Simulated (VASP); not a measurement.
Write the native input for VASP 6.6.1 that does the following.

- Task: single point
- Functional: PBEsol
- Potentials or basis: VASP PAW PBE potentials, release 64 (Zr_sv, S)
- Cutoff: 500 eV
- k mesh: 6 × 6 × 3
- Occupations: fermi-dirac, width 0.1 eV
- Spin: no spin polarisation
- Dipole correction: no
- Further INCAR settings: ALGO = Normal; EDIFF = 1e-06; NBANDS = 19

The structure of ZrS2 lies in POSCAR:

```
ZrS2
1.0
    3.6913800000      0.0000000000      0.0000000000
   -1.8456900000      3.1968300000      0.0000000000
    0.0000000000      0.0000000000      6.0410800000
Zr S
1 2
Direct
    0.0000000000      0.0000000000      0.0000000000
    0.6666666667      0.3333333333      0.7620900000
    0.3333333333      0.6666666667      0.2379100000
```

These files were run (other wordings do the same):

INCAR

```
SYSTEM = ZrS2
PREC = Accurate
ENCUT = 500
EDIFF = 1E-6
ISMEAR = -1
SIGMA = 0.1
LREAL = .FALSE.
LASPH = .TRUE.
NELM = 120
ALGO = Normal
ISIF = 2
LWAVE = .FALSE.
LCHARG = .FALSE.
GGA = PS
NBANDS = 19
GGA_COMPAT = .FALSE.
```

KPOINTS

```
regular mesh
0
G
  6 6 3
  0 0 0
```

Potentials or basis: VASP PAW PBE potentials, release 64 (Zr_sv, S).

Launch:

```bash
$ cat potpaw_PBE.64/Zr_sv/POTCAR potpaw_PBE.64/S/POTCAR > POTCAR
$ mpirun -np 1 vasp_std > vasp.out
```

It gave:

```
Pressure               : -2.4 GPa
Largest force          : 0.142 eV/Å
Band gap on the k mesh : 1.06 eV, indirect (least direct gap 1.58 eV)
```

Caveat: the PAW data sets were made with another functional, which shifts forces and pressure a little; this functional lacks dispersion, which binds the layers, so the pressure and a relaxed spacing across them are unreliable.

Run time: 24 s on 1 thread of Intel Xeon 6975P-C (shared host), peak memory 0.19 GiB.
